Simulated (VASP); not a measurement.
Here is a VASP 6.6.1 calculation.

The input INCAR:

```
PREC = Accurate
ENCUT = 520
EDIFF = 1E-6
ISMEAR = -1
SIGMA = 0.1
LREAL = False
LASPH = True
NELM = 100
ALGO = Normal
ISIF = 2
LWAVE = False
LCHARG = False
NBANDS = 12
```

File KPOINTS:

```
regular mesh
0
Gamma
  13 13 13
```

POSCAR

```
Ta
1.0
    2.6837561437      0.0000000000      0.0000000000
    0.0000000000      2.6837561437      0.0000000000
    0.0000000000      0.0000000000      2.6837561437
Ta
1
Direct
    0.0000000000      0.0000000000      0.0000000000
```

Potentials or basis: VASP PAW LDA potentials, release 64 (Ta_pv).

Run with:

```console
$ cat potpaw_LDA.64/Ta_pv/POTCAR > POTCAR
$ mpirun -np 1 vasp_std > vasp.out
```

(1) Estimate the pressure.

## Answers

(1) 0.4 GPa.
